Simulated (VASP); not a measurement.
# SnSe (Fm-3m) in VASP: a series of runs

Aim: see how the results for SnSe move with the level of theory and the settings. Levels: PBEsol, LDA, r2SCAN. Tasks: single point.

All numbers are computed with VASP 6.6.1; they aren't measurements. Logs are shortened: lines on timing, memory, paths and dates and some standing lists are left out, and cuts for length are marked.

### Step 1. The cell of the first run

The structure is cubic, space group Fm-3m (No. 225). The conventional cell has a = 5.933 Å, b = 5.933 Å, c = 5.933 Å, α = 90.00°, β = 90.00°, γ = 90.00°. Within 3.9 Å of Sn (site symmetry m-3m) lie 6 Se at 2.97 Å. Se (site symmetry m-3m) has 6 Sn at 2.97 Å within 3.9 Å.

### Step 2. Single point, PBEsol

INCAR reads:

```
PREC = Accurate
ENCUT = 520
EDIFF = 1E-7
ISMEAR = -1
SIGMA = 0.02
LREAL = False
LASPH = True
NELM = 80
ALGO = Normal
ISIF = 2
LWAVE = False
LCHARG = True
GGA = PS
LELF = True
LVHAR = True
NBANDS = 17
```

KPOINTS reads:

```
regular mesh
0
Gamma
  6 6 6
```

POSCAR reads:

```
SnSe
1.0
    0.0000000000      2.9665388222      2.9665388222
    2.9665388222      0.0000000000      2.9665388222
    2.9665388222      2.9665388222      0.0000000000
Sn Se
1 1
Direct
    0.0000000000      0.0000000000      0.0000000000
    0.5000000000      0.5000000000      0.5000000000
```

Potentials or basis: VASP PAW PBE potentials, release 64 (Sn_d, Se).

On the command line:

```
$ cat potpaw_PBE.64/Sn_d/POTCAR potpaw_PBE.64/Se/POTCAR > POTCAR
$ mpirun -np 1 vasp_std > vasp.out
```

OUTCAR:

```text
PREC = Accurate
   ENCUT = 520
   EDIFF = 1E-7
   ISMEAR = -1
   LREAL = False
   LASPH = True
   NELM = 80
   ISIF = 2
   GGA = PS

 ion  position               nearest neighbor table
   1  0.000  0.000  0.000-   2 2.97   2 2.97   2 2.97   2 2.97   2 2.97   2 2.97
   2  0.500  0.500  0.500-   1 2.97   1 2.97   1 2.97   1 2.97   1 2.97   1 2.97

  LATTYP: Found a face centered cubic cell.
 ALAT       =     5.9330776444

  Lattice vectors:

 A1 = (   0.0000000000,   2.9665388222,   2.9665388222)
 A2 = (   2.9665388222,   0.0000000000,   2.9665388222)
 A3 = (   2.9665388222,   2.9665388222,   0.0000000000)

Analysis of symmetry for initial positions (statically):
=====================================================================
 Subroutine PRICEL returns:
 Original cell was already a primitive cell.

 Routine SETGRP: Setting up the symmetry group for a
 face centered cubic supercell.

 Subroutine GETGRP returns: Found 48 space group operations
 (whereof 48 operations were pure point group operations)
 out of a pool of 48 trial point group operations.

The static configuration has the point symmetry O_h .

Analysis of symmetry for dynamics (positions and initial velocities):
=====================================================================
 Subroutine PRICEL returns:
 Original cell was already a primitive cell.

 Routine SETGRP: Setting up the symmetry group for a
 face centered cubic supercell.

 Subroutine GETGRP returns: Found 48 space group operations
 (whereof 48 operations were pure point group operations)
 out of a pool of 48 trial point group operations.

The dynamic configuration has the point symmetry O_h .

 Subroutine INISYM returns: Found 48 space group operations
 (whereof 48 operations are pure point group operations),
 and found     1 'primitive' translations

----------------------------------------------------------------------------------------

                                     Primitive cell

  volume of cell :      52.2132

  direct lattice vectors                    reciprocal lattice vectors
     0.000000000  2.966538822  2.966538822    -0.168546589  0.168546589  0.168546589
     2.966538822  0.000000000  2.966538822     0.168546589 -0.168546589  0.168546589
     2.966538822  2.966538822  0.000000000     0.168546589  0.168546589 -0.168546589

  length of vectors
     4.195319436  4.195319436  4.195319436     0.291931256  0.291931256  0.291931256

  position of ions in fractional coordinates (direct lattice)
     0.000000000  0.000000000  0.000000000
     0.500000000  0.500000000  0.500000000

  ion indices of the primitive-cell ions
   primitive index   ion index
                 1           1
                 2           2

----------------------------------------------------------------------------------------

 KPOINTS: regular mesh

Automatic generation of k-mesh.
 Grid dimensions read from file:
 generate k-points for:    6    6    6

 Generating k-lattice:

  Cartesian coordinates                     Fractional coordinates (reciprocal lattice)
    -0.028091098  0.028091098  0.028091098     0.166666667  0.000000000  0.000000000
     0.028091098 -0.028091098  0.028091098     0.000000000  0.166666667  0.000000000
     0.028091098  0.028091098 -0.028091098     0.000000000  0.000000000  0.166666667

  Length of vectors
     0.048655209  0.048655209  0.048655209

  Shift w.r.t. Gamma in fractional coordinates (k-lattice)
     0.000000000  0.000000000  0.000000000

 Subroutine IBZKPT returns following result:
 ===========================================

 Found     16 irreducible k-points:

 Following reciprocal coordinates:
            Coordinates               Weight
  0.000000  0.000000  0.000000      1.000000
  0.166667  0.000000  0.000000      8.000000
  0.333333  0.000000  0.000000      8.000000
  0.500000  0.000000  0.000000      4.000000
  0.166667  0.166667  0.000000      6.000000
  0.333333  0.166667  0.000000     24.000000
[... 8 lines left out ...]
 -0.333333  0.333333  0.166667     24.000000
 -0.333333  0.500000  0.166667     12.000000
   k-points           NKPTS =     16   k-points in BZ     NKDIM =     16   number of bands    NBANDS=     17
   number of dos      NEDOS =    301   number of ions     NIONS =      2
   total plane-waves  NPLWV =  32768
   dimension x,y,z NGX =    32 NGY =   32 NGZ =   32
   dimension x,y,z NGXF=    64 NGYF=   64 NGZF=   64
   ions per type =               1   1
   NGX,Y,Z   is equivalent  to a cutoff of  12.68, 12.68, 12.68 a.u.
   NGXF,Y,Z  is equivalent  to a cutoff of  25.36, 25.36, 25.36 a.u.
 SYSTEM =  unknown system
   PREC   = accura    normal or accurate (medium, high low for compatibility)
   ISTART =      0    job   : 0-new  1-cont  2-samecut
   ICHARG =      2    charge: 1-file 2-atom 10-const
   ISPIN  =      1    spin polarized calculation?
   LNONCOLLINEAR =      F non collinear calculations
   LSORBIT =      F    spin-orbit coupling
   LASPH  =      T    aspherical Exc in radial PAW
   ENCUT  =  520.0 eV  38.22 Ry    6.18 a.u.   7.80  7.80  7.80*2*pi/ulx,y,z
   NELM   =     80;   NELMIN=  2; NELMDL= -5     # of ELM steps
   EDIFF  = 0.1E-06   stopping-criterion for ELM
   LREAL  =      F    real-space projection
   EDIFFG = 0.1E-05   stopping-criterion for IOM
   NSW    =      0    number of steps for IOM
   IBRION =     -1    ionic relax: 0-MD 1-quasi-New 2-CG
   NFREE  =      0    steps in history (QN), initial steepest desc. (CG)
   ISIF   =      2    stress and relaxation
   ISYM   =      2    0-nonsym 1-usesym 2-fastsym
   POTIM  = 0.5000    time-step for ionic-motion
   TEBEG  =    0.0;   TEEND  =   0.0 temperature during run
   PSTRESS=    0.0 pullay stress
   NELECT =      20.0000    total number of electrons
   NUPDOWN=      -1.0000    fix difference up-down
   EMIN   =  10.00;   EMAX   =-10.00  energy-range for DOS
   EFERMI =   0.00;   METHOD = LEGACY
   ISMEAR =    -1;   SIGMA  =   0.02  broadening in eV -4-tet -1-fermi 0-gaus
   EFERMI_NEDOS =   21; number of points for ismear=-14 and -15
   IALGO  =     38    algorithm
   IMIX   =      4    mixing-type and parameters
     AMIX     =   0.40;   BMIX     =  1.00
     AMIX_MAG =   1.60;   BMIX_MAG =  1.00
  volume/ion in A,a.u.               =      26.11       176.18
  Fermi-wavevector in a.u.,A,eV,Ry     =   1.188935  2.246761 19.232740  1.413567
  Thomas-Fermi vector in A             =   2.325054
   LORBIT       =      0    0 simple, 1 ext, 2 COOP (PROOUT), +10 PAW based schemes
   GGA     = PS    functional components
   LHFCALC =     F    Hartree Fock is set to
   AEXX    =    0.0000 exact exchange contribution
   IVDW    =     0    specifies the selected vdW correction
   LEPSILON=     F    determine dielectric tensor
   LRPA    =     F    only Hartree local field effects (RPA)
 non-spin polarized calculation
  energy-cutoff  :      520.00
  volume of cell :       52.21
 maximum number of plane-waves:      1420
   NGX = 15   NGY = 15   NGZ = 15

 number of electron      20.0000005 magnetization

 Free energy of the ion-electron system (eV)
  ---------------------------------------------------
  ext. energy  EPLUGINS =         0.00000000
  ---------------------------------------------------
  free energy    TOTEN  =        -9.00892259 eV

  energy without entropy =       -9.00892259  energy(sigma->0) =       -9.00892259

 E-fermi :   6.2431     XC(G=0):  -9.9797

 val. band max:        5.8118847033   @ k =   0.5000   0.0000   0.0000
 cond. band min:       6.6556645389   @ k =   0.5000   0.0000   0.0000
 fundamental gap:      0.8437798356
 Fermi energy:         6.2430803523

 k-point     1 :       0.0000    0.0000    0.0000
  band No.  band energies     occupation
      1     -15.5551      2.00000
      2     -15.5551      2.00000
      3     -15.5533      2.00000
      4     -15.5533      2.00000
      5     -15.5533      2.00000
      6      -8.2634      2.00000
[... 9 lines left out ...]
     16      11.6823      0.00000
     17      13.9242      0.00000

 k-point     2 :       0.1667    0.0000    0.0000
  band No.  band energies     occupation
      1     -15.5574      2.00000
      2     -15.5574      2.00000
      3     -15.5525      2.00000
      4     -15.5496      2.00000
      5     -15.5496      2.00000
      6      -8.0556      2.00000
[... 9 lines left out ...]
     16      12.3404      0.00000
     17      15.8936      0.00000

 k-point     3 :       0.3333    0.0000    0.0000
  band No.  band energies     occupation
      1     -15.5624      2.00000
      2     -15.5624      2.00000
      3     -15.5512      2.00000
      4     -15.5416      2.00000
      5     -15.5416      2.00000
      6      -7.5517      2.00000
[... 9 lines left out ...]
     16      14.0279      0.00000
     17      17.9738      0.00000

 k-point     4 :       0.5000    0.0000    0.0000
  band No.  band energies     occupation
      1     -15.5649      2.00000
      2     -15.5649      2.00000
      3     -15.5506      2.00000
      4     -15.5376      2.00000
      5     -15.5376      2.00000
      6      -7.2278      2.00000
[... 9 lines left out ...]
     16      16.1612      0.00000
     17      16.1612      0.00000
[... 183 lines left out ...]
      1     -15.5746      2.00000
      2     -15.5552      2.00000
      3     -15.5529      2.00000
      4     -15.5396      2.00000
      5     -15.5374      2.00000
      6      -7.1916      2.00000
[... 9 lines left out ...]
     16      15.9395      0.00000
     17      16.5341      0.00000

 k-point    15 :      -0.3333    0.3333    0.1667
  band No.  band energies     occupation
      1     -15.5764      2.00000
      2     -15.5566      2.00000
      3     -15.5467      2.00000
      4     -15.5449      2.00000
      5     -15.5343      2.00000
      6      -6.9687      2.00000
[... 9 lines left out ...]
     16      17.4250      0.00000
     17      17.4679      0.00000

 k-point    16 :      -0.3333    0.5000    0.1667
  band No.  band energies     occupation
      1     -15.5841      2.00000
      2     -15.5542      2.00000
      3     -15.5514      2.00000
      4     -15.5393      2.00000
      5     -15.5316      2.00000
      6      -6.8816      2.00000
[... 9 lines left out ...]
     16      17.3068      0.00000
     17      18.7518      0.00000

------------------------ aborting loop because EDIFF is reached ----------------------------------------

  FORCE on cell =-STRESS in cart. coord.  units (eV):
  Direction    XX          YY          ZZ          XY          YZ          ZX
  --------------------------------------------------------------------------------------
  -------------------------------------------------------------------------------------
  Total        0.0026847      0.0026847      0.0026847      0.0000000      0.0000000     -0.0000000
  in kB        0.0823806      0.0823806      0.0823806      0.0000000      0.0000000     -0.0000000
  external PRESSURE =       0.0823806 kB  Pullay stress =       0.0000000 kB

 VOLUME and BASIS-vectors are now :
 -----------------------------------------------------------------------------
  energy-cutoff  :      520.00
  volume of cell :       52.21
      direct lattice vectors                 reciprocal lattice vectors
     0.000000000  2.966538822  2.966538822    -0.168546589  0.168546589  0.168546589
     2.966538822  0.000000000  2.966538822     0.168546589 -0.168546589  0.168546589
     2.966538822  2.966538822  0.000000000     0.168546589  0.168546589 -0.168546589

 POSITION                                       TOTAL-FORCE (eV/Angst)
 -----------------------------------------------------------------------------------
      0.00000      0.00000      0.00000        -0.000000     -0.000000     -0.000000
      2.96654      2.96654      2.96654         0.000000      0.000000      0.000000
 -----------------------------------------------------------------------------------
    total drift:                                0.000000     -0.000000     -0.000000

  FREE ENERGIE OF THE ION-ELECTRON SYSTEM (eV)
  ---------------------------------------------------
  free  energy   TOTEN  =        -9.0089225891 eV

  energy  without entropy=       -9.0089225890  energy(sigma->0) =       -9.00892259
```

Wall time 7.2 s (1 thread of AMD EPYC 9R45 (Zen 5), shared host); peak memory 0.15 GiB.

What came out:

```
Free energy            : -9.0089 eV
Pressure               : 0.0 GPa
Band gap on the k mesh : 0.84 eV, direct
```

Caveat: the PAW data sets were made with another functional, which shifts forces and pressure a little; spin-orbit coupling is left out, which moves the levels of the heavy elements. A k mesh can miss the band edges.

### Step 3. Single point, LDA

This run uses another cell than the first one, of 25.43 Å³/atom, 0.974 times its volume.

INCAR reads:

```
SYSTEM = SnSe
  ALGO = Normal
  EDIFF = 1E-6
  ENCUT = 520
  ISIF = 2
  ISMEAR = -1
  LASPH = .TRUE.
  LCHARG = .FALSE.
  LREAL = .FALSE.
  LWAVE = .FALSE.
  NBANDS = 17
  NELM = 100
  PREC = Accurate
  SIGMA = 0.02
```

KPOINTS reads:

```
k-points
0
G
  6 6 6
  0 0 0
```

POSCAR reads:

```
SnSe
1.0
    0.0000000000      2.9408745897      2.9408745897
    2.9408745897      0.0000000000      2.9408745897
    2.9408745897      2.9408745897      0.0000000000
Sn Se
1 1
Direct
    0.0000000000      0.0000000000      0.0000000000
    0.5000000000      0.5000000000      0.5000000000
```

Potentials or basis: VASP PAW LDA potentials, release 64 (Sn_d, Se).

On the command line:

```
$ cat potpaw_LDA.64/Sn_d/POTCAR potpaw_LDA.64/Se/POTCAR > POTCAR
$ mpirun -np 1 vasp_std > vasp.out
```

Run time: 5.1 s. Hardware: 1 thread of AMD EPYC 9R45 (Zen 5), shared host; peak memory 0.12 GiB.

It converged, with:

* Free energy: -9.5354 eV
* Pressure: 0.1 GPa
* Band gap on the k mesh: 0.94 eV, direct

Levels at points of the mesh, in eV from the valence-band top:
```tsv
k point	band 8	band 9	band 10	band 11	band 12	band 13
(0.00, 0.00, 0.00)	-2.23	-2.23	-2.23	4.63	4.63	4.63
(0.50, 0.00, 0.00)	-1.96	-1.96	0.00	0.94	1.29	1.29
(0.50, 0.50, 0.00)	-5.83	-3.82	-3.82	2.90	5.79	5.79
```

Caveat: spin-orbit coupling is left out, which moves the levels of the heavy elements.

### Step 4. Single point, r2SCAN

This run uses another cell than the first one, of 27.06 Å³/atom, 1.036 times its volume.

POSCAR reads:

```
SnSe
1.0
    0.0000000000      3.0021131538      3.0021131538
    3.0021131538      0.0000000000      3.0021131538
    3.0021131538      3.0021131538      0.0000000000
Sn Se
1 1
Direct
    0.0000000000      0.0000000000      0.0000000000
    0.5000000000      0.5000000000      0.5000000000
```

INCAR.step1 reads:

```
SYSTEM = SnSe
  PREC = Accurate
  ENCUT = 520
  ISMEAR = -1
  SIGMA = 0.02
  LREAL = .False.
  LASPH = .True.
  NELM = 80
  NBANDS = 17
  GGA = PE
  ALGO = Normal
  EDIFF = 1E-4
  LWAVE = .True.
  LCHARG = .False.
```

INCAR.step2 reads:

```
SYSTEM = SnSe
  PREC = Accurate
  ENCUT = 520
  EDIFF = 1E-7
  ISMEAR = -1
  SIGMA = 0.02
  LREAL = .False.
  LASPH = .True.
  NELM = 80
  ALGO = Normal
  ISIF = 2
  LWAVE = .False.
  LCHARG = .False.
  METAGGA = R2SCAN
  LMIXTAU = .True.
  NBANDS = 17
  ISTART = 1
```

KPOINTS reads:

```
regular mesh
0
Gamma
  6 6 6
  0 0 0
```

Potentials or basis: VASP PAW PBE potentials, release 64 (Sn_d, Se).

On the command line:

```
$ cat potpaw_PBE.64/Sn_d/POTCAR potpaw_PBE.64/Se/POTCAR > POTCAR
$ cp INCAR.step1 INCAR
$ mpirun -np 1 vasp_std > vasp.out
$ cp INCAR.step2 INCAR
$ mpirun -np 1 vasp_std > vasp.out
```

It took 31 s on 1 thread of AMD EPYC 9R45 (Zen 5), shared host; peak memory 0.16 GiB.

It converged, with:

* Free energy: -39.8915 eV
* Pressure: 0.0 GPa
* Band gap on the k mesh: 0.49 eV, direct

Levels at points of the mesh, in eV from the valence-band top:
```csv
k point,band 7,band 8,band 9,band 10,band 11,band 12,band 13,band 14
"(0.00, 0.00, 0.00)",-5.23,-2.67,-2.67,-2.67,4.39,4.39,4.39,6.04
"(0.50, 0.00, 0.00)",-8.61,-2.40,-2.40,0.00,0.49,1.13,1.13,8.60
"(0.50, 0.50, 0.00)",-6.35,-6.00,-4.14,-4.14,3.09,5.51,5.51,6.21
```

Caveat: the PAW data sets were made with another functional, which shifts forces and pressure a little; spin-orbit coupling is left out, which moves the levels of the heavy elements. A k mesh can miss the band edges.

### Step 5. The runs side by side

```csv
level,potentials or basis,cell,gap on the mesh (eV),pressure (GPa)
PBEsol,"VASP PAW PBE potentials, release 64 (Sn_d, Se)","a = 4.195 Å, angles 60.0°, 2 atoms",0.84,0.0
LDA,"VASP PAW LDA potentials, release 64 (Sn_d, Se)","a = 4.159 Å, angles 60.0°, 2 atoms",0.94,0.1
r2SCAN,"VASP PAW PBE potentials, release 64 (Sn_d, Se)","a = 4.246 Å, angles 60.0°, 2 atoms",0.49,0.0
```

Alike in all rows: task single point; no spin polarisation; k mesh 6 × 6 × 6; cutoff (eV) 520; smearing fermi-dirac 0.02 eV.

Caveats: spin-orbit coupling is left out, which moves the levels of the heavy elements; the PAW data sets were made with another functional, which shifts forces and pressure a little (some runs).

Absolute energies hang on the potentials; compare differences alone.
